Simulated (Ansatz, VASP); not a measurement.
## One calculation of Ga4Bi3N, two programs

The input INCAR:

```
ALGO     = Normal         # electronic algorithm
EDIFF    = 1E-6           # SCF threshold, eV
ENCUT    = 520            # plane-wave cutoff, eV
GGA      = PE             # functional
ISIF     = 2              # what is computed and relaxed
ISMEAR   = -1             # smearing method
LASPH    = True           # aspherical terms in the spheres
LCHARG   = True           # write CHGCAR
LELF     = True           # ELF
LREAL    = False          # projectors in reciprocal space
LVHAR    = True         
LWAVE    = False          # write WAVECAR
NBANDS   = 61             # bands
NELM     = 80             # most SCF steps
PREC     = Accurate       # precision mode
SIGMA    = 0.02           # smearing width, eV
```

The input KPOINTS:

```
k-points
0
Gamma
  4 4 4
```

POSCAR

```
Ga4Bi3N
1.0
    5.9873112955      0.0000000000      0.0000000000
    0.0000000000      5.9873112955      0.0000000000
    0.0000000000      0.0000000000      5.9873112955
N Ga Bi
1 4 3
Direct
    0.0000000000      0.0000000000      0.0000000000
    0.8011065547      0.8011065547      0.8011065547
    0.1988934453      0.1988934453      0.8011065547
    0.1988934453      0.8011065547      0.1988934453
    0.8011065547      0.1988934453      0.1988934453
    0.5000000000      0.5000000000      0.0000000000
    0.5000000000      0.0000000000      0.5000000000
    0.0000000000      0.5000000000      0.5000000000
```

Input for Ansatz:

```yaml
crystal:
  lattice:
    - [5.9873112955, 0.0, 0.0]
    - [0.0, 5.9873112955, 0.0]
    - [0.0, 0.0, 5.9873112955]
  atoms:
    - { symbol: "N", position: [0.0, 0.0, 0.0] }
    - { symbol: Ga, position: [0.8011065547, 0.8011065547, 0.8011065547] }
    - { symbol: Bi, position: [0.5, 0.5, 0.0] }
    - { symbol: Ga, position: [0.1988934453, 0.1988934453, 0.8011065547] }
    - { symbol: Bi, position: [0.5, 0.0, 0.5] }
    - { symbol: Ga, position: [0.1988934453, 0.8011065547, 0.1988934453] }
    - { symbol: Bi, position: [0.0, 0.5, 0.5] }
    - { symbol: Ga, position: [0.8011065547, 0.1988934453, 0.1988934453] }
kpoints:
  mp_grid: { grid: [4, 4, 4] }
hamiltonian:
  xc: pbe
scf:
  occupations: { method: fermi_dirac, width: 0.02 }
  n_extra_bands: 6
output:
  forces: true
  stress: true
  eigenvalues: true
```

Alike in both runs: task single point; functional PBE; k mesh 4 × 4 × 4; occupations fermi-dirac, width 0.02 eV; no spin polarisation.

|  | VASP | Ansatz |
| --- | --- | --- |
| version | VASP 6.6.1 | Ansatz 0.2.0 |
| potentials or method | VASP PAW PBE potentials, release 64 (N, Ga_d, Bi_d) | plane waves, PAW |
| plane-wave cutoff (eV) | 520 | 420 |
| valence electrons in the cell | 102 | 102 |

|  | VASP | Ansatz | Ansatz less VASP |
| --- | --- | --- | --- |
| pressure (GPa) | 0.1 | 0.0 | -0.06 |
| rms of the force components (eV/Å) | 0.009 | 0.001 | -0.0081 |

Spin-orbit coupling is off throughout.
